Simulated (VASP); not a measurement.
## H12C11O16: single point with LDA

System: H12C11O16.

```
CELL_PARAMETERS angstrom
8.86210 0.00000 0.00000
0.00000 8.86210 0.00000
0.00000 0.00000 8.86210
ATOMIC_POSITIONS crystal
C 0.03642 0.51280 0.28291
C 0.05770 0.81771 0.77258
C 0.54984 0.99603 0.35247
C 0.36243 0.53593 0.77650
C 0.49134 0.17916 0.91614
C 0.25585 0.93847 0.15180
C 0.63802 0.65618 0.17656
C 0.74511 0.24625 0.53212
C 0.83364 0.38375 0.91721
C 0.87410 0.07464 0.12105
C 0.04541 0.24008 0.71480
O 0.06060 0.60549 0.19424
O 0.02787 0.43216 0.38814
O 0.16458 0.73599 0.77308
O 0.94662 0.88583 0.76442
O 0.49668 0.94431 0.46176
O 0.58315 0.06266 0.23937
O 0.26828 0.44732 0.74790
O 0.45639 0.62729 0.77319
O 0.53983 0.28106 0.97541
O 0.42780 0.06832 0.86807
O 0.27320 0.90833 0.28024
O 0.65618 0.52608 0.22837
O 0.70972 0.12711 0.58455
O 0.91200 0.32926 0.00730
O 0.93261 0.01974 0.23826
O 0.98869 0.35736 0.68366
H 0.34358 0.93394 0.05477
H 0.14170 0.99173 0.12228
H 0.72635 0.70209 0.09805
H 0.52924 0.72352 0.20396
H 0.66835 0.36215 0.53868
H 0.83326 0.26364 0.45021
H 0.85066 0.49640 0.86632
H 0.75303 0.31960 0.84793
H 0.76933 0.14374 0.10938
H 0.94050 0.05491 0.01742
H 0.07157 0.15550 0.63475
H 0.04666 0.19967 0.83891
```

- Program: VASP 6.6.1
- Task: single point
- Functional: LDA
- Potentials or basis: VASP PAW LDA potentials, release 64 (C, O, H)
- Cutoff: 520 eV
- k mesh: 1 × 1 × 1
- Occupations: fermi-dirac, width 0.05 eV
- Spin: no spin polarisation
- Dipole correction: no
- Further INCAR settings: LREAL = Auto; ALGO = Normal; EDIFF = 1e-07; NBANDS = 101

```
Pressure               : 0.0 GPa
Largest force          : 7.795 eV/Å
Band gap on the k mesh : 2.50 eV
```

Forces on the atoms (eV/Å):
```
C    0.486 -0.611  2.055
C    2.200 -2.541 -0.402
C   -0.978  1.345 -0.939
C   -0.517 -0.300 -1.885
C   -3.892 -6.301 -2.431
C   -1.208  1.611 -2.873
C   -0.194 -2.645  0.993
C   -2.090  2.541 -0.839
C   -1.582  1.768 -4.277
C    1.927 -1.266  2.075
C   -0.685 -1.060  2.669
O   -0.207  0.667 -1.377
O   -0.386 -0.030 -0.975
O   -1.618  1.762  0.260
O   -0.712  0.993  0.201
O    1.142 -0.031 -0.497
O   -0.276 -1.455  1.840
O    0.313 -0.232  1.015
O    0.682  0.357  0.989
O    1.809  3.564  1.651
O    1.783  2.708  0.762
O    0.997 -1.116  2.045
O   -0.391  2.783 -0.943
O   -0.098 -0.558  0.889
O    2.698 -1.605  3.798
O   -1.977  1.554 -2.020
O   -0.914  1.552 -0.455
H   -0.345 -0.361  0.886
H    0.409 -0.364 -0.297
H   -0.283  0.252  0.191
H    0.941 -0.368 -0.211
H    0.993 -1.671  0.503
H    1.291 -0.141 -0.584
H   -0.026  0.843  0.527
H   -0.615 -0.501 -0.018
H    0.168 -0.390  0.518
H   -0.129  0.030 -0.701
H    0.877 -1.123 -1.619
H    0.407  0.341 -0.523
```

Stress tensor (GPa, compression positive):
```
 0.05  0.62  0.47
 0.62 -0.30  0.46
 0.47  0.46  0.12
```

Levels at points of the mesh, in eV from the valence-band top:
```
           k point  band 72  band 73  band 74  band 75  band 76  band 77  band 78  band 79  band 80  band 81
(0.00, 0.00, 0.00)    -0.67    -0.49    -0.30    -0.19     0.00     2.50     2.62     3.20     3.24     3.44
```

It took 3.9 min on 1 thread of Intel Xeon 8259CL (shared host), peak memory 0.47 GiB.

Caveat: the k points lie up to 0.71 Å⁻¹ apart.
